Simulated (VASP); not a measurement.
# CsH (P4/mmm) in VASP: further runs

The runs below take CsH through single point, with LDA.

Program: VASP 6.6.1. These are calculated values, not measurements. Logs are shortened: lines on timing, memory, paths and dates and some standing lists are left out, and cuts for length are marked.

### Step 1. The cell of the first run

It takes space group P4/mmm (No. 123, tetragonal). The conventional cell has a = 3.818 Å, b = 3.818 Å, c = 3.761 Å, α = 90.00°, β = 90.00°, γ = 90.00°. Cs (site symmetry 4/mmm) has 8 H at 3.29 Å and 6 Cs at 3.76 to 3.82 Å within 4.3 Å. H (site symmetry 4/mmm) has 8 Cs at 3.29 Å and 6 H at 3.76 to 3.82 Å within 4.3 Å.

### Step 2. Single point, LDA (strain -0.0150 x Voigt [0, 0, 1, 0, 0, 0])

Input file INCAR:

```
PREC     = Accurate       # precision mode
ENCUT    = 520            # plane-wave cutoff, eV
EDIFF    = 1E-6           # SCF threshold, eV
ISMEAR   = 0              # smearing method
SIGMA    = 0.05           # smearing width, eV
LREAL    = F              # projectors in reciprocal space
LASPH    = T              # aspherical terms in the spheres
NELM     = 80             # most SCF steps
ALGO     = Normal         # electronic algorithm
ISIF     = 2              # what is computed and relaxed
LWAVE    = F              # write WAVECAR
LCHARG   = F              # write CHGCAR
NBANDS   = 12             # bands
```

Input file KPOINTS:

```
Automatic mesh
0
Gamma
  8 8 8
```

Input file POSCAR:

```
CsH
1.0
    3.8184085400      0.0000000000      0.0000000000
    0.0000000000      3.8184085400      0.0000000000
    0.0000000000      0.0000000000      3.7611324119
Cs H
1 1
Direct
    0.0000000000      0.0000000000      0.0000000000
    0.5000000000      0.5000000000      0.5000000000
```

Potentials or basis: VASP PAW LDA potentials, release 64 (Cs_sv, H).

The run is started by

```
> cat potpaw_LDA.64/Cs_sv/POTCAR potpaw_LDA.64/H/POTCAR > POTCAR
> mpirun -np 1 vasp_std > vasp.out
```

OUTCAR:

```text
PREC = Accurate
   ENCUT = 520
   EDIFF = 1E-6
   ISMEAR = 0
   LREAL = F
   LASPH = T
   NELM = 80
   ISIF = 2

 ion  position               nearest neighbor table
   1  0.000  0.000  0.000-
   2  0.500  0.500  0.500-

  LATTYP: Found a simple tetragonal cell.
 ALAT       =     3.8184085400
 C/A-ratio  =     0.9850000000

  Lattice vectors:

 A1 = (   3.8184085400,   0.0000000000,   0.0000000000)
 A2 = (   0.0000000000,   3.8184085400,   0.0000000000)
 A3 = (   0.0000000000,   0.0000000000,   3.7611324119)

Analysis of symmetry for initial positions (statically):
=====================================================================
 Subroutine PRICEL returns:
 Original cell was already a primitive cell.

 Routine SETGRP: Setting up the symmetry group for a
 simple tetragonal supercell.

 Subroutine GETGRP returns: Found 16 space group operations
 (whereof 16 operations were pure point group operations)
 out of a pool of 16 trial point group operations.

The static configuration has the point symmetry D_4h.

Analysis of symmetry for dynamics (positions and initial velocities):
=====================================================================
 Subroutine PRICEL returns:
 Original cell was already a primitive cell.

 Routine SETGRP: Setting up the symmetry group for a
 simple tetragonal supercell.

 Subroutine GETGRP returns: Found 16 space group operations
 (whereof 16 operations were pure point group operations)
 out of a pool of 16 trial point group operations.

The dynamic configuration has the point symmetry D_4h.

 Subroutine INISYM returns: Found 16 space group operations
 (whereof 16 operations are pure point group operations),
 and found     1 'primitive' translations

----------------------------------------------------------------------------------------

                                     Primitive cell

  volume of cell :      54.8382

  direct lattice vectors                    reciprocal lattice vectors
     3.818408540  0.000000000  0.000000000     0.261889211  0.000000000  0.000000000
     0.000000000  3.818408540  0.000000000     0.000000000  0.261889211  0.000000000
     0.000000000  0.000000000  3.761132412     0.000000000  0.000000000  0.265877372

  length of vectors
     3.818408540  3.818408540  3.761132412     0.261889211  0.261889211  0.265877372

  position of ions in fractional coordinates (direct lattice)
     0.000000000  0.000000000  0.000000000
     0.500000000  0.500000000  0.500000000

  ion indices of the primitive-cell ions
   primitive index   ion index
                 1           1
                 2           2

----------------------------------------------------------------------------------------

 KPOINTS: Automatic mesh

Automatic generation of k-mesh.
 Grid dimensions read from file:
 generate k-points for:    8    8    8

 Generating k-lattice:

  Cartesian coordinates                     Fractional coordinates (reciprocal lattice)
     0.032736151  0.000000000  0.000000000     0.125000000  0.000000000  0.000000000
     0.000000000  0.032736151  0.000000000     0.000000000  0.125000000  0.000000000
     0.000000000  0.000000000  0.033234671     0.000000000  0.000000000  0.125000000

  Length of vectors
     0.032736151  0.032736151  0.033234671

  Shift w.r.t. Gamma in fractional coordinates (k-lattice)
     0.000000000  0.000000000  0.000000000

 Subroutine IBZKPT returns following result:
 ===========================================

 Found     75 irreducible k-points:

 Following reciprocal coordinates:
            Coordinates               Weight
  0.000000  0.000000  0.000000      1.000000
  0.125000  0.000000  0.000000      4.000000
  0.250000  0.000000  0.000000      4.000000
  0.375000  0.000000  0.000000      4.000000
  0.500000  0.000000  0.000000      2.000000
  0.125000  0.125000  0.000000      4.000000
[... 16 lines left out ...]
  0.375000  0.125000  0.125000     16.000000
  0.500000  0.125000  0.125000      8.000000
 [... further k-points ...]
   k-points           NKPTS =     75   k-points in BZ     NKDIM =     75   number of bands    NBANDS=     12
   number of dos      NEDOS =    301   number of ions     NIONS =      2
   total plane-waves  NPLWV =  21952
   dimension x,y,z NGX =    28 NGY =   28 NGZ =   28
   dimension x,y,z NGXF=    56 NGYF=   56 NGZF=   56
   ions per type =               1   1
   NGX,Y,Z   is equivalent  to a cutoff of  12.19, 12.19, 12.38 a.u.
   NGXF,Y,Z  is equivalent  to a cutoff of  24.38, 24.38, 24.75 a.u.
 SYSTEM =  unknown system
   PREC   = accura    normal or accurate (medium, high low for compatibility)
   ISTART =      0    job   : 0-new  1-cont  2-samecut
   ICHARG =      2    charge: 1-file 2-atom 10-const
   ISPIN  =      1    spin polarized calculation?
   LNONCOLLINEAR =      F non collinear calculations
   LSORBIT =      F    spin-orbit coupling
   LASPH  =      T    aspherical Exc in radial PAW
   ENCUT  =  520.0 eV  38.22 Ry    6.18 a.u.   7.10  7.10  6.99*2*pi/ulx,y,z
   NELM   =     80;   NELMIN=  2; NELMDL= -5     # of ELM steps
   EDIFF  = 0.1E-05   stopping-criterion for ELM
   LREAL  =      F    real-space projection
[... 7 lines left out ...]
   TEBEG  =    0.0;   TEEND  =   0.0 temperature during run
   PSTRESS=    0.0 pullay stress
   NELECT =      10.0000    total number of electrons
   NUPDOWN=      -1.0000    fix difference up-down
   EMIN   =  10.00;   EMAX   =-10.00  energy-range for DOS
   EFERMI =   0.00;   METHOD = LEGACY
   ISMEAR =     0;   SIGMA  =   0.05  broadening in eV -4-tet -1-fermi 0-gaus
   EFERMI_NEDOS =   21; number of points for ismear=-14 and -15
   IALGO  =     38    algorithm
   IMIX   =      4    mixing-type and parameters
     AMIX     =   0.40;   BMIX     =  1.00
     AMIX_MAG =   1.60;   BMIX_MAG =  1.00
  volume/ion in A,a.u.               =      27.42       185.03
  Fermi-wavevector in a.u.,A,eV,Ry     =   0.928354  1.754335 11.726065  0.861841
  Thomas-Fermi vector in A             =   2.054522
   LORBIT       =      0    0 simple, 1 ext, 2 COOP (PROOUT), +10 PAW based schemes
   GGA     = CA    functional components
   LHFCALC =     F    Hartree Fock is set to
   AEXX    =    0.0000 exact exchange contribution
   IVDW    =     0    specifies the selected vdW correction
   LEPSILON=     F    determine dielectric tensor
   LRPA    =     F    only Hartree local field effects (RPA)
 non-spin polarized calculation
 Gauss-broadening in eV      SIGMA  =   0.05
  energy-cutoff  :      520.00
  volume of cell :       54.84
 maximum number of plane-waves:      1496
   NGX = 15   NGY = 15   NGZ = 13

 number of electron      10.0000001 magnetization

 Free energy of the ion-electron system (eV)
  ---------------------------------------------------
  ext. energy  EPLUGINS =         0.00000000
  ---------------------------------------------------
  free energy    TOTEN  =        -4.91378102 eV

  energy without entropy =       -4.91378102  energy(sigma->0) =       -4.91378102

 E-fermi :   0.9257     XC(G=0):  -8.2478

 val. band max:        0.7295208052   @ k =   0.5000   0.5000   0.5000
 cond. band min:       3.0140711548   @ k =   0.5000   0.0000   0.0000
 fundamental gap:      2.2845503495
 Fermi energy:         0.9256929839

 k-point     1 :       0.0000    0.0000    0.0000
  band No.  band energies     occupation
      1     -21.1403      2.00000
      2      -7.1946      2.00000
      3      -7.1946      2.00000
      4      -7.1211      2.00000
      5      -1.4194      2.00000
      6       3.7724      0.00000
      7       3.7904      0.00000
      8       7.8095      0.00000
      9      10.0053      0.00000
     10      10.1483      0.00000
     11      10.1483      0.00000
     12      10.8585      0.00000

 k-point     2 :       0.1250    0.0000    0.0000
  band No.  band energies     occupation
      1     -21.1176      2.00000
      2      -7.4768      2.00000
      3      -7.1716      2.00000
      4      -7.0986      2.00000
      5      -1.1635      2.00000
      6       3.8794      0.00000
      7       4.0863      0.00000
      8       7.3646      0.00000
      9       8.8745      0.00000
     10       9.0603      0.00000
     11      10.2066      0.00000
     12      11.3131      0.00000

 k-point     3 :       0.2500    0.0000    0.0000
  band No.  band energies     occupation
      1     -21.0617      2.00000
      2      -8.0694      2.00000
      3      -7.1151      2.00000
      4      -7.0434      2.00000
      5      -0.5722      2.00000
      6       4.1290      0.00000
      7       4.2204      0.00000
      8       7.4935      0.00000
      9       7.6574      0.00000
     10       7.8563      0.00000
     11      10.3556      0.00000
     12      11.7774      0.00000
[... 286 lines left out ...]
 k-point    23 :       0.3750    0.1250    0.1250
  band No.  band energies     occupation
      1     -20.9576      2.00000
      2      -8.4899      2.00000
      3      -7.2849      2.00000
      4      -7.2295      2.00000
      5       0.0519      2.00000
      6       4.0638      0.00000
      7       5.0040      0.00000
      8       6.0897      0.00000
      9       7.5184      0.00000
     10       8.7078      0.00000
     11       9.1693      0.00000
     12      11.8520      0.00000

 k-point    24 :       0.5000    0.1250    0.1250
  band No.  band energies     occupation
      1     -20.9337      2.00000
      2      -8.6783      2.00000
      3      -7.2542      2.00000
      4      -7.2023      2.00000
      5       0.2177      2.00000
      6       3.7786      0.00000
      7       5.2264      0.00000
      8       5.6794      0.00000
      9       7.3776      0.00000
     10       8.9729      0.00000
     11      10.1474      0.00000
     12      11.6424      0.00000

 [... further k-points ...]
[... 5 lines left out ...]
  --------------------------------------------------------------------------------------
  -------------------------------------------------------------------------------------
  Total       -0.6627056     -0.6627056     -0.4621132      0.0000000      0.0000000     -0.0000000
  in kB      -19.3618927    -19.3618927    -13.5012991      0.0000000      0.0000000     -0.0000000
  external PRESSURE =     -17.4083615 kB  Pullay stress =       0.0000000 kB

 VOLUME and BASIS-vectors are now :
 -----------------------------------------------------------------------------
  energy-cutoff  :      520.00
  volume of cell :       54.84
      direct lattice vectors                 reciprocal lattice vectors
     3.818408540  0.000000000  0.000000000     0.261889211  0.000000000  0.000000000
     0.000000000  3.818408540  0.000000000     0.000000000  0.261889211  0.000000000
     0.000000000  0.000000000  3.761132412     0.000000000  0.000000000  0.265877372

 POSITION                                       TOTAL-FORCE (eV/Angst)
 -----------------------------------------------------------------------------------
      0.00000      0.00000      0.00000         0.000000      0.000000      0.000000
      1.90920      1.90920      1.88057         0.000000      0.000000      0.000000
 -----------------------------------------------------------------------------------
    total drift:                                0.000000      0.000000      0.000000

  FREE ENERGIE OF THE ION-ELECTRON SYSTEM (eV)
  ---------------------------------------------------
  free  energy   TOTEN  =        -4.9137810244 eV

  energy  without entropy=       -4.9137810244  energy(sigma->0) =       -4.91378102
```

It took 28 s on 1 thread of AMD EPYC 7R43 (Zen 3), shared host; peak memory 0.14 GiB.

What came out:

| Item | Value |
| --- | --- |
| Free energy | -4.9138 eV |
| Pressure | -1.7 GPa |
| Band gap on the k mesh | 2.28 eV, indirect (least direct gap 2.39 eV) |

Stress tensor (GPa, compression positive):
```
-1.94  0.00  0.00
 0.00 -1.94  0.00
 0.00  0.00 -1.35
```

Levels at points of the mesh, in eV from the valence-band top:
```tsv
k point	band 2	band 3	band 4	band 5	band 6	band 7	band 8	band 9
(0.00, 0.00, 0.00)	-7.92	-7.92	-7.85	-2.15	3.04	3.06	7.08	9.28
(0.50, 0.00, 0.00)	-9.50	-7.76	-7.69	-0.27	2.28	3.84	5.85	6.05
(0.50, 0.50, 0.00)	-9.17	-9.17	-7.55	-1.40	4.09	6.38	6.59	6.59
(0.00, 0.00, 0.50)	-9.57	-7.74	-7.74	-0.25	2.34	3.91	5.80	5.80
(0.50, 0.00, 0.50)	-9.25	-9.14	-7.59	-1.36	4.16	6.18	6.60	6.63
(0.50, 0.50, 0.50)	-9.01	-8.90	-8.90	0.00	2.39	2.39	2.50	11.34
```

Caveat: the cell differs from its parent crystal (strain -0.0150 x Voigt [0, 0, 1, 0, 0, 0]); spin-orbit coupling is left out, which moves the levels of the heavy elements. A k mesh can miss the band edges.

(Part 1 of 3 ends here.)
